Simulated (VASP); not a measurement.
# Ti3Al: single point with PBEsol

Ti3Al:

```xyz
4
Lattice="0.0000 3.2318 3.2318 3.2318 0.0000 3.2318 3.2318 3.2318 0.0000" Properties=species:S:1:pos:R:3 pbc="T T T"
Ti    0.0000    0.0000    0.0000
Ti    1.6159    1.6159    1.6159
Ti    4.8477    4.8477    4.8477
Al    3.2318    3.2318    3.2318
```

```yaml
Program: VASP 6.6.1
Task: single point
Functional: PBEsol
Potentials_or_basis: VASP PAW PBE potentials, release 64 (Ti_sv, Al)
Cutoff: 520 eV
k_mesh: 7 × 7 × 7
Occupations: fermi-dirac, width 0.05 eV
Spin: no spin polarisation
```

| Property | Result |
| --- | --- |
| Pressure | -4.9 GPa |
| Band gap on the k mesh | zero (an odd number of electrons rules out a gap without spin polarisation) |

Levels at points of the mesh, in eV from the Fermi level:
```csv
k point,band 15,band 16,band 17,band 18,band 19,band 20,band 21,band 22,band 23,band 24
"(0.00, 0.00, 0.00)",-1.69,-1.69,-1.63,-1.63,0.02,0.02,0.02,2.24,2.24,2.24
```

Run time: 38 s on 1 thread of Intel(R) Xeon(R) 6975P-C (Granite Rapids), with other jobs on the host, peak memory 0.2 GiB.

Caveat: the cell stands under tension; the PAW data sets were made with another functional, which shifts forces and pressure a little.
